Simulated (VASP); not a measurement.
Here is a VASP 6.6.1 calculation.

The input INCAR:

```
SYSTEM = SiC
  PREC = Accurate
  ENCUT = 520
  EDIFF = 1E-7
  ISMEAR = -1
  SIGMA = 0.08
  LREAL = .FALSE.
  LASPH = .TRUE.
  NELM = 100
  ALGO = Normal
  ISIF = 2
  LWAVE = .FALSE.
  LCHARG = .FALSE.
  GGA = PS
  NBANDS = 16
```

File KPOINTS:

```
Automatic mesh
0
G
  15 15 8
  0 0 0
```

POSCAR

```
SiC
1.0
    3.0759982064      0.0307599821      0.0307599821
   -1.5113601773      2.6485125978      0.0112589349
    0.0504800000      0.0504800000      5.0480000000
Si C
2 2
Direct
    0.3333333333      0.6666666667      0.0000000000
    0.6666666667      0.3333333333      0.5000000000
    0.3333333333      0.6666666667      0.3850000000
    0.6666666667      0.3333333333      0.8850000000
```

Potentials or basis: VASP PAW PBE potentials, release 64 (Si, C).

Launch:

```sh
$ cat potpaw_PBE.64/Si/POTCAR potpaw_PBE.64/C/POTCAR > POTCAR
$ mpirun -np 1 vasp_std > vasp.out
```

**Question.** Predict the pressure.

**Answer.** 0.8 GPa.

**Question.** Predict the largest force.

**Answer.** 0.841 eV/Å.

**Question.** What does it give for the band gap on the k mesh?

**Answer.** 2.14 eV (least direct gap 3.88 eV).

Stress tensor (GPa, compression positive):
```
 2.43 -4.89 -3.34
-4.89  2.45 -3.34
-3.34 -3.34 -2.60
```

Caveat: the cell differs from its parent crystal (equal xy, yz and zx shear strains of +2 %); the PAW data sets were made with another functional, which shifts forces and pressure a little; an odd mesh through Γ misses points on the zone boundary, where band edges can lie.
